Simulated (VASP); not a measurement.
# AlN in VASP: notebook

AlN is run at these levels: PBE, PBEsol; tasks: single point.

Program: VASP 6.6.1. These are calculated values, not measurements. Logs are shortened: lines on timing, memory, paths and dates and some standing lists are left out, and cuts for length are marked.

## (1) The cell of the first run

Symmetry: F-43m, No. 216, cubic system. The conventional cell has a = 4.339 Å, b = 4.339 Å, c = 4.339 Å, α = 90.00°, β = 90.00°, γ = 90.00°. Within 2.5 Å of Al (site symmetry -43m) lie 4 N at 1.88 Å. N (site symmetry -43m) has 4 Al at 1.88 Å within 2.5 Å.

## (2) Single point, PBE (volume scaled by 0.98)

The input, INCAR:

```
ALGO = Normal
EDIFF = 1E-7
ENCUT = 520
GGA = PE
ISIF = 2
ISMEAR = -1
LASPH = T
LCHARG = F
LREAL = F
LWAVE = F
NBANDS = 11
NELM = 60
PREC = Accurate
SIGMA = 0.05
```

The input, KPOINTS:

```
k-points
0
Gamma
  10 10 10
```

The input, POSCAR:

```
AlN
1.0
    0.0000000000      2.1693354430      2.1693354430
    2.1693354430      0.0000000000      2.1693354430
    2.1693354430      2.1693354430      0.0000000000
Al N
1 1
Direct
    0.0000000000      0.0000000000      0.0000000000
    0.2500000000      0.2500000000      0.2500000000
```

Potentials or basis: VASP PAW PBE potentials, release 64 (Al, N).

Command:

```bash
$ cat potpaw_PBE.64/Al/POTCAR potpaw_PBE.64/N/POTCAR > POTCAR
$ mpirun -np 1 vasp_std > vasp.out
```

OUTCAR:

```text
EDIFF = 1E-7
   ENCUT = 520
   GGA = PE
   ISIF = 2
   ISMEAR = -1
   LASPH = T
   LREAL = F
   NELM = 60
   PREC = Accurate

 ion  position               nearest neighbor table
   1  0.000  0.000  0.000-   2 1.88   2 1.88   2 1.88   2 1.88
   2  0.250  0.250  0.250-   1 1.88   1 1.88   1 1.88   1 1.88

  LATTYP: Found a face centered cubic cell.
 ALAT       =     4.3386708860

  Lattice vectors:

 A1 = (   0.0000000000,   2.1693354430,   2.1693354430)
 A2 = (   2.1693354430,   0.0000000000,   2.1693354430)
 A3 = (   2.1693354430,   2.1693354430,   0.0000000000)

Analysis of symmetry for initial positions (statically):
=====================================================================
 Subroutine PRICEL returns:
 Original cell was already a primitive cell.

 Routine SETGRP: Setting up the symmetry group for a
 face centered cubic supercell.

 Subroutine GETGRP returns: Found 24 space group operations
 (whereof 24 operations were pure point group operations)
 out of a pool of 48 trial point group operations.

The static configuration has the point symmetry T_d .

Analysis of symmetry for dynamics (positions and initial velocities):
=====================================================================
 Subroutine PRICEL returns:
 Original cell was already a primitive cell.

 Routine SETGRP: Setting up the symmetry group for a
 face centered cubic supercell.

 Subroutine GETGRP returns: Found 24 space group operations
 (whereof 24 operations were pure point group operations)
 out of a pool of 48 trial point group operations.

The dynamic configuration has the point symmetry T_d .

 Subroutine INISYM returns: Found 24 space group operations
 (whereof 24 operations are pure point group operations),
 and found     1 'primitive' translations

----------------------------------------------------------------------------------------

                                     Primitive cell

  volume of cell :      20.4179

  direct lattice vectors                    reciprocal lattice vectors
     0.000000000  2.169335443  2.169335443    -0.230485332  0.230485332  0.230485332
     2.169335443  0.000000000  2.169335443     0.230485332 -0.230485332  0.230485332
     2.169335443  2.169335443  0.000000000     0.230485332  0.230485332 -0.230485332

  length of vectors
     3.067903605  3.067903605  3.067903605     0.399212306  0.399212306  0.399212306

  position of ions in fractional coordinates (direct lattice)
     0.000000000  0.000000000  0.000000000
     0.250000000  0.250000000  0.250000000

  ion indices of the primitive-cell ions
   primitive index   ion index
                 1           1
                 2           2

----------------------------------------------------------------------------------------

 KPOINTS: k-points

Automatic generation of k-mesh.
 Grid dimensions read from file:
 generate k-points for:   10   10   10

 Generating k-lattice:

  Cartesian coordinates                     Fractional coordinates (reciprocal lattice)
    -0.023048533  0.023048533  0.023048533     0.100000000  0.000000000  0.000000000
     0.023048533 -0.023048533  0.023048533     0.000000000  0.100000000  0.000000000
     0.023048533  0.023048533 -0.023048533     0.000000000  0.000000000  0.100000000

  Length of vectors
     0.039921231  0.039921231  0.039921231

  Shift w.r.t. Gamma in fractional coordinates (k-lattice)
     0.000000000  0.000000000  0.000000000

 Subroutine IBZKPT returns following result:
 ===========================================

 Found     47 irreducible k-points:

 Following reciprocal coordinates:
            Coordinates               Weight
  0.000000  0.000000  0.000000      1.000000
  0.100000  0.000000  0.000000      8.000000
  0.200000  0.000000  0.000000      8.000000
  0.300000  0.000000  0.000000      8.000000
  0.400000  0.000000  0.000000      8.000000
  0.500000  0.000000  0.000000      4.000000
[... 16 lines left out ...]
  0.300000  0.300000  0.000000      6.000000
  0.400000  0.300000  0.000000     24.000000
 [... further k-points ...]
   k-points           NKPTS =     47   k-points in BZ     NKDIM =     47   number of bands    NBANDS=     11
   number of dos      NEDOS =    301   number of ions     NIONS =      2
   total plane-waves  NPLWV =  13824
   dimension x,y,z NGX =    24 NGY =   24 NGZ =   24
   dimension x,y,z NGXF=    48 NGYF=   48 NGZF=   48
   ions per type =               1   1
   NGX,Y,Z   is equivalent  to a cutoff of  13.01, 13.01, 13.01 a.u.
   NGXF,Y,Z  is equivalent  to a cutoff of  26.01, 26.01, 26.01 a.u.
 SYSTEM =  unknown system
   PREC   = accura    normal or accurate (medium, high low for compatibility)
   ISTART =      0    job   : 0-new  1-cont  2-samecut
   ICHARG =      2    charge: 1-file 2-atom 10-const
   ISPIN  =      1    spin polarized calculation?
   LNONCOLLINEAR =      F non collinear calculations
   LSORBIT =      F    spin-orbit coupling
   LASPH  =      T    aspherical Exc in radial PAW
[... 34 lines left out ...]
  energy-cutoff  :      520.00
  volume of cell :       20.42
 maximum number of plane-waves:       568
   NGX = 11   NGY = 11   NGZ = 11

 number of electron       7.9999999 magnetization

 Free energy of the ion-electron system (eV)
  ---------------------------------------------------
  ext. energy  EPLUGINS =         0.00000000
  ---------------------------------------------------
  free energy    TOTEN  =       -14.82257058 eV

  energy without entropy =      -14.82257058  energy(sigma->0) =      -14.82257058

 E-fermi :   7.2447     XC(G=0): -11.0221

 val. band max:        6.1622348061   @ k =   0.0000   0.0000   0.0000
 cond. band min:       9.4901545225   @ k =   0.5000   0.5000   0.0000
 fundamental gap:      3.3279197163
 Fermi energy:         7.2446961209

 k-point     1 :       0.0000    0.0000    0.0000
  band No.  band energies     occupation
      1      -8.9366      2.00000
      2       6.1622      2.00000
      3       6.1622      2.00000
      4       6.1622      2.00000
      5      10.5384      0.00000
      6      18.9242      0.00000
      7      18.9242      0.00000
      8      18.9242      0.00000
      9      24.0138      0.00000
     10      24.0138      0.00000
     11      25.4558      0.00000

 k-point     2 :       0.1000    0.0000    0.0000
  band No.  band energies     occupation
      1      -8.7866      2.00000
      2       5.3507      2.00000
      3       6.1105      2.00000
      4       6.1105      2.00000
      5      11.1935      0.00000
      6      18.5344      0.00000
      7      19.0604      0.00000
      8      19.0604      0.00000
      9      22.7419      0.00000
     10      22.7419      0.00000
     11      24.6580      0.00000

 k-point     3 :       0.2000    0.0000    0.0000
  band No.  band energies     occupation
      1      -8.3596      2.00000
      2       3.7297      2.00000
      3       5.9813      2.00000
      4       5.9813      2.00000
      5      12.3172      0.00000
      6      17.7257      0.00000
      7      18.9725      0.00000
      8      18.9725      0.00000
      9      22.2192      0.00000
     10      22.2192      0.00000
     11      23.7946      0.00000

 k-point     4 :       0.3000    0.0000    0.0000
  band No.  band energies     occupation
      1      -7.7378      2.00000
      2       2.0570      2.00000
      3       5.8332      2.00000
      4       5.8332      2.00000
      5      13.1621      0.00000
      6      16.9479      0.00000
      7      18.2767      0.00000
      8      18.2767      0.00000
      9      23.3200      0.00000
     10      23.3200      0.00000
     11      23.6321      0.00000
[... 239 lines left out ...]
 k-point    22 :      -0.2000    0.2000    0.0000
  band No.  band energies     occupation
      1      -7.5334      2.00000
      2       2.3681      2.00000
      3       4.4507      2.00000
      4       5.9091      2.00000
      5      13.8764      0.00000
      6      16.2757      0.00000
      7      17.7577      0.00000
      8      18.8141      0.00000
      9      21.3145      0.00000
     10      24.8685      0.00000
     11      27.7629      0.00000

 k-point    23 :       0.3000    0.3000    0.0000
  band No.  band energies     occupation
      1      -7.3517      2.00000
      2       2.6210      2.00000
      3       4.9082      2.00000
      4       4.9082      2.00000
      5      11.5573      0.00000
      6      16.0049      0.00000
      7      18.2684      0.00000
      8      20.8974      0.00000
      9      20.8974      0.00000
     10      26.7498      0.00000
     11      30.2882      0.00000

 k-point    24 :       0.4000    0.3000    0.0000
  band No.  band energies     occupation
      1      -6.8742      2.00000
      2       1.9726      2.00000
      3       4.4398      2.00000
      4       4.7430      2.00000
      5      11.1231      0.00000
      6      15.8331      0.00000
      7      18.6611      0.00000
      8      20.9750      0.00000
      9      21.5012      0.00000
     10      27.7099      0.00000
     11      30.0761      0.00000

 [... further k-points ...]

------------------------ aborting loop because EDIFF is reached ----------------------------------------

  FORCE on cell =-STRESS in cart. coord.  units (eV):
  Direction    XX          YY          ZZ          XY          YZ          ZX
  --------------------------------------------------------------------------------------
  -------------------------------------------------------------------------------------
  Total        1.1514223      1.1514223      1.1514223     -0.0000000      0.0000000     -0.0000000
  in kB       90.3514379     90.3514379     90.3514379     -0.0000000      0.0000000     -0.0000000
  external PRESSURE =      90.3514379 kB  Pullay stress =       0.0000000 kB

 VOLUME and BASIS-vectors are now :
 -----------------------------------------------------------------------------
  energy-cutoff  :      520.00
  volume of cell :       20.42
      direct lattice vectors                 reciprocal lattice vectors
     0.000000000  2.169335443  2.169335443    -0.230485332  0.230485332  0.230485332
     2.169335443  0.000000000  2.169335443     0.230485332 -0.230485332  0.230485332
     2.169335443  2.169335443  0.000000000     0.230485332  0.230485332 -0.230485332

 POSITION                                       TOTAL-FORCE (eV/Angst)
 -----------------------------------------------------------------------------------
      0.00000      0.00000      0.00000        -0.000000     -0.000000      0.000000
      1.08467      1.08467      1.08467         0.000000      0.000000     -0.000000
 -----------------------------------------------------------------------------------
    total drift:                                0.000000      0.000000      0.000000

  FREE ENERGIE OF THE ION-ELECTRON SYSTEM (eV)
  ---------------------------------------------------
  free  energy   TOTEN  =       -14.8225705817 eV

  energy  without entropy=      -14.8225705816  energy(sigma->0) =      -14.82257058
```

Wall time 6.8 s (1 thread of Intel Xeon 6975P-C, shared host); peak memory 0.13 GiB.

Results:

| Item | Value |
| --- | --- |
| Free energy | -14.8226 eV |
| Pressure | 9.0 GPa |
| Band gap on the k mesh | 3.33 eV, indirect (least direct gap 4.38 eV) |

Levels at points of the mesh, in eV from the valence-band top:
| k point | band 2 | band 3 | band 4 | band 5 | band 6 | band 7 |
| --- | --- | --- | --- | --- | --- | --- |
| (0.00, 0.00, 0.00) | 0.00 | 0.00 | 0.00 | 4.38 | 12.76 | 12.76 |
| (0.50, 0.00, 0.00) | -5.94 | -0.48 | -0.48 | 7.56 | 10.00 | 11.27 |
| (0.50, 0.50, 0.00) | -4.96 | -1.79 | -1.79 | 3.33 | 8.74 | 14.23 |

Caveat: the cell differs from its parent crystal (volume scaled by 0.98). A k mesh can miss the band edges.

## (3) Single point, PBE

This run uses another cell than the first one, of 10.42 Å³/atom, 1.020 times its volume.

The input, INCAR:

```
PREC = Accurate
ENCUT = 520
EDIFF = 1E-6
ISMEAR = -1
SIGMA = 0.05
LREAL = False
LASPH = True
NELM = 60
ALGO = Normal
ISIF = 2
LWAVE = False
LCHARG = False
GGA = PE
NBANDS = 11
```

The input, KPOINTS:

```
Automatic mesh
0
Gamma
  10 10 10
```

The input, POSCAR:

```
AlN
1.0
    0.0000000000      2.1839935596      2.1839935596
    2.1839935596      0.0000000000      2.1839935596
    2.1839935596      2.1839935596      0.0000000000
Al N
1 1
Direct
    0.0000000000      0.0000000000      0.0000000000
    0.2500000000      0.2500000000      0.2500000000
```

Potentials or basis: VASP PAW PBE potentials, release 64 (Al, N).

Command:

```bash
$ cat potpaw_PBE.64/Al/POTCAR potpaw_PBE.64/N/POTCAR > POTCAR
$ mpirun -np 1 vasp_std > vasp.out
```

Run time: 7.1 s. Hardware: 1 thread of Intel Xeon 6975P-C, shared host; peak memory 0.14 GiB.

The run converged. Its results:

```
Free energy            : -14.8404 eV
Pressure               : 4.6 GPa
Band gap on the k mesh : 3.32 eV, indirect (least direct gap 4.20 eV)
```

Levels at points of the mesh, in eV from the valence-band top:
| k point | band 1 | band 2 | band 3 | band 4 | band 5 | band 6 | band 7 | band 8 |
| --- | --- | --- | --- | --- | --- | --- | --- | --- |
| (0.00, 0.00, 0.00) | -14.98 | 0.00 | 0.00 | 0.00 | 4.20 | 12.56 | 12.56 | 12.56 |
| (0.50, 0.00, 0.00) | -12.93 | -5.85 | -0.48 | -0.48 | 7.38 | 9.86 | 11.15 | 11.15 |
| (0.50, 0.50, 0.00) | -12.30 | -4.90 | -1.77 | -1.77 | 3.32 | 8.62 | 13.96 | 15.73 |

A k mesh can miss the band edges. Expect the measured gap to be larger: semilocal functionals such as PBE lack the derivative discontinuity.

## (4) Single point, PBE (volume scaled by 1.04)

The input, INCAR:

```
PREC = Accurate ; ENCUT = 520
EDIFF = 1E-6 ; ISMEAR = -1
SIGMA = 0.05 ; LREAL = F
LASPH = T ; NELM = 80
ALGO = Normal ; ISIF = 2
LWAVE = F ; LCHARG = F
GGA = PE ; NBANDS = 11
```

The input, KPOINTS:

```
regular mesh
0
Gamma
  10 10 10
```

The input, POSCAR:

```
AlN
1.0
    0.0000000000      2.2127336128      2.2127336128
    2.2127336128      0.0000000000      2.2127336128
    2.2127336128      2.2127336128      0.0000000000
Al N
1 1
Direct
    0.0000000000      0.0000000000      0.0000000000
    0.2500000000      0.2500000000      0.2500000000
```

Command:

```bash
$ cat potpaw_PBE.64/Al/POTCAR potpaw_PBE.64/N/POTCAR > POTCAR
$ mpirun -np 1 vasp_std > vasp.out
```

It took 6.9 s on 1 thread of Intel Xeon 6975P-C, shared host; peak memory 0.14 GiB.

Results (log left out):

| Quantity | Value |
| --- | --- |
| Free energy | -14.8441 eV |
| Pressure | -3.1 GPa |
| Band gap on the k mesh | 3.30 eV, indirect (least direct gap 3.85 eV) |

Levels at points of the mesh, in eV from the valence-band top:
| k point | band 1 | band 2 | band 3 | band 4 | band 5 | band 6 | band 7 | band 8 | band 9 |
| --- | --- | --- | --- | --- | --- | --- | --- | --- | --- |
| (0.00, 0.00, 0.00) | -14.76 | 0.00 | 0.00 | 0.00 | 3.85 | 12.18 | 12.18 | 12.18 | 17.38 |
| (0.50, 0.00, 0.00) | -12.82 | -5.69 | -0.48 | -0.48 | 7.03 | 9.60 | 10.90 | 10.90 | 17.48 |
| (0.50, 0.50, 0.00) | -12.22 | -4.78 | -1.73 | -1.73 | 3.30 | 8.38 | 13.44 | 15.25 | 15.25 |

Caveat: the cell differs from its parent crystal (volume scaled by 1.04). A k mesh can miss the band edges.

## (5) Single point, PBE (atoms moved at random)

The input, INCAR:

```
ALGO = Normal
EDIFF = 1E-6
ENCUT = 520
GGA = PE
ISIF = 2
ISMEAR = -1
LASPH = True
LCHARG = False
LREAL = False
LWAVE = False
NBANDS = 11
NELM = 80
PREC = Accurate
SIGMA = 0.05
```

The input, KPOINTS:

```
k-points
0
Gamma
  10 10 10
```

The input, POSCAR:

```
AlN
1.0
    0.0000000000      2.1839935596      2.1839935596
    2.1839935596      0.0000000000      2.1839935596
    2.1839935596      2.1839935596      0.0000000000
Al N
1 1
Direct
    0.0003530000     -0.0059770000      0.0112680000
    0.2477940000      0.2561980000      0.2419040000
```

Command:

```bash
$ cat potpaw_PBE.64/Al/POTCAR potpaw_PBE.64/N/POTCAR > POTCAR
$ mpirun -np 1 vasp_std > vasp.out
```

It took 48 s on 1 thread of Intel Xeon 6975P-C, shared host; peak memory 0.22 GiB.

Results (log left out):

- Free energy: -14.8195 eV
- Pressure: 4.9 GPa
- Largest force: 0.753 eV/Å
- Band gap on the k mesh: 3.16 eV, indirect (least direct gap 4.03 eV)

Forces on the atoms (eV/Å):
```
Al  -0.171 -0.683  0.265
N    0.171  0.683 -0.265
```

Stress tensor (GPa, compression positive):
```
 5.09 -1.30  3.34
-1.30  4.68  0.84
 3.34  0.84  5.05
```

Levels at points of the mesh, in eV from the valence-band top:
| k point | band 1 | band 2 | band 3 | band 4 | band 5 | band 6 | band 7 | band 8 | band 9 |
| --- | --- | --- | --- | --- | --- | --- | --- | --- | --- |
| (0.00, 0.00, 0.00) | -15.14 | -0.28 | -0.18 | 0.00 | 4.03 | 12.39 | 12.41 | 12.42 | 17.51 |
| (0.50, 0.00, 0.00) | -13.09 | -6.00 | -0.75 | -0.54 | 7.22 | 9.71 | 10.92 | 11.07 | 17.81 |
| (0.00, 0.50, 0.00) | -13.08 | -6.05 | -0.67 | -0.51 | 7.19 | 9.67 | 10.95 | 11.08 | 17.81 |
| (0.00, 0.00, 0.50) | -13.10 | -5.94 | -0.75 | -0.66 | 7.27 | 9.75 | 10.93 | 11.00 | 17.80 |
| (0.50, 0.50, 0.50) | -13.08 | -6.04 | -0.69 | -0.51 | 7.19 | 9.68 | 10.94 | 11.08 | 17.81 |
| (0.50, 0.50, 0.00) | -12.45 | -5.06 | -1.97 | -1.88 | 3.16 | 8.44 | 13.78 | 15.58 | 15.60 |
| (0.00, 0.50, 0.50) | -12.45 | -5.06 | -1.96 | -1.89 | 3.16 | 8.44 | 13.78 | 15.58 | 15.60 |
| (0.50, 0.00, 0.50) | -12.45 | -5.06 | -2.02 | -1.84 | 3.17 | 8.46 | 13.78 | 15.56 | 15.61 |

Caveat: the cell differs from its parent crystal (atoms moved at random).

## (6) Single point, PBEsol (volume scaled by 1.02)

The input, INCAR:

```
SYSTEM = AlN
PREC     = Accurate       ! precision mode
ENCUT    = 520            ! plane-wave cutoff, eV
EDIFF    = 1E-7           ! SCF threshold, eV
ISMEAR   = -1             ! smearing method
SIGMA    = 0.05           ! smearing width, eV
LREAL    = .FALSE.        ! projectors in reciprocal space
LASPH    = .TRUE.         ! aspherical terms in the spheres
NELM     = 80             ! most SCF steps
ALGO     = Normal         ! electronic algorithm
ISIF     = 2              ! what is computed and relaxed
LWAVE    = .FALSE.        ! write WAVECAR
LCHARG   = .TRUE.         ! write CHGCAR
GGA      = PS             ! functional
LELF     = .TRUE.         ! ELF
LVHAR    = .TRUE.       
NBANDS   = 11             ! bands
```

The input, KPOINTS:

```
regular mesh
0
G
  10 10 10
  0 0 0
```

The input, POSCAR:

```
AlN
1.0
    0.0000000000      2.1984575146      2.1984575146
    2.1984575146      0.0000000000      2.1984575146
    2.1984575146      2.1984575146      0.0000000000
Al N
1 1
Direct
    0.0000000000      0.0000000000      0.0000000000
    0.2500000000      0.2500000000      0.2500000000
```

Potentials or basis: VASP PAW PBE potentials, release 64 (Al, N).

Command:

```bash
$ cat potpaw_PBE.64/Al/POTCAR potpaw_PBE.64/N/POTCAR > POTCAR
$ mpirun -np 1 vasp_std > vasp.out
```

It took 7.8 s on 1 thread of Intel Xeon 6975P-C, shared host; peak memory 0.13 GiB.

The run converged. Its results:

```
Free energy            : -15.6092 eV
Pressure               : -2.6 GPa
Band gap on the k mesh : 3.18 eV, indirect (least direct gap 3.96 eV)
```

Levels at points of the mesh, in eV from the valence-band top:
```
           k point  band 1  band 2  band 3  band 4  band 5  band 6  band 7  band 8
(0.00, 0.00, 0.00)  -14.84    0.00    0.00    0.00    3.96   12.28   12.28   12.28
(0.50, 0.00, 0.00)  -12.82   -5.83   -0.48   -0.48    7.11    9.63   10.91   10.91
(0.50, 0.50, 0.00)  -12.19   -4.89   -1.77   -1.77    3.18    8.36   13.61   15.38
```

Caveat: the cell differs from its parent crystal (volume scaled by 1.02); the PAW data sets were made with another functional, which shifts forces and pressure a little. A k mesh can miss the band edges.

## (7) Overview

```tsv
level	cell	gap on the mesh (eV)	pressure (GPa)
PBE	a = 3.068 Å, angles 60.0°, 2 atoms	3.33	9.0
PBE	a = 3.089 Å, angles 60.0°, 2 atoms	3.16	4.9
PBE	a = 3.129 Å, angles 60.0°, 2 atoms	3.30	-3.1
PBEsol	a = 3.109 Å, angles 60.0°, 2 atoms	3.18	-2.6
```

Some of these runs hold the atoms at other places in the same cell, which the table doesn't show; runs alike in all that it shows share one row.

Alike in all rows: task single point; potentials or basis VASP PAW PBE potentials, release 64 (Al, N); no spin polarisation; k mesh 10 × 10 × 10; cutoff (eV) 520; smearing fermi-dirac 0.05 eV.

Caveats: the PAW data sets were made with another functional, which shifts forces and pressure a little (some runs).

Absolute energies hang on the potentials; compare differences alone.
